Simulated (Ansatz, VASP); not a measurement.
One calculation of C, two programs

```
C
1.0
     0.00000    1.78337    1.74770
     1.78337    0.00000    1.74770
     1.78337    1.78337    0.00000
C
2
Direct
  0.00000 0.00000 0.00000
  0.25000 0.25000 0.25000
```

Alike in both runs: task single point; functional r2SCAN; k mesh 9 × 9 × 9; occupations fermi-dirac, width 0.02 eV; no spin polarisation.

|  | VASP | Ansatz |
| --- | --- | --- |
| version | VASP 6.6.1 | Ansatz 0.2.0 |
| potentials or method | VASP PAW PBE potentials, release 64 (C) | plane waves, norm-conserving potentials |
| plane-wave cutoff (eV) | 660 | 1200 |
| valence electrons in the cell | 8 | 8 |

```tsv
	VASP	Ansatz	Ansatz less VASP
gap on the k mesh at the Fermi level (eV)	3.85	3.89	+0.038
pressure (GPa)	7.0	6.7	-0.29
traceless stress, the component that is largest in VASP (GPa)	13.27	13.31	+0.037
```

VASP's potentials were made for PBE, not for r2SCAN. With one functional, cell and mesh, what is left measures potentials, basis and numerics.
